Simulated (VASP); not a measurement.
Input of a VASP 6.6.1 run:

Contents of INCAR:

```
SYSTEM = TiC
  PREC = Accurate
  ENCUT = 520
  EDIFF = 1E-8
  ISMEAR = -1
  SIGMA = 0.03
  LREAL = .False.
  LASPH = .True.
  NELM = 60
  ALGO = Normal
  ISIF = 2
  LWAVE = .False.
  LCHARG = .False.
  GGA = PE
  LEFG = .True.
  NBANDS = 15
```

KPOINTS

```
regular mesh
0
Gamma
  16 16 16
  0 0 0
```

The input POSCAR:

```
TiC
1.0
   -0.0432800000      2.1423600000      2.1423600000
    2.1423600000     -0.0432800000      2.1423600000
    2.1423600000      2.1423600000     -0.0432800000
Ti C
1 1
Direct
    0.0000000000      0.0000000000      0.0000000000
    0.5000000000      0.5000000000      0.5000000000
```

Potentials or basis: VASP PAW PBE potentials, release 64 (Ti_sv, C).

The run is started by

```console
$ cat potpaw_PBE.64/Ti_sv/POTCAR potpaw_PBE.64/C/POTCAR > POTCAR
$ mpirun -np 1 vasp_std > vasp.out
```

Problem. What does it give for the band gap on the k mesh?

Solution. Zero (band 8 reaches 10.33 eV, above the bottom of band 9 at 9.17 eV).

Problem. Estimate the pressure.

Solution. 1.2 GPa.

Electric field gradients, principal values (V/Å²):
```csv
atom,least,middle,greatest (by size)
1 Ti,-0.611,-0.611,1.222
2 C,-1.059,-1.059,2.117
```

Caveat: the cell differs from its parent crystal (equal xy, yz and zx shear strains of -2 %); without QUAD_EFG the Cq values of the log hold for a quadrupole moment of 1 mb, not for the nuclei.
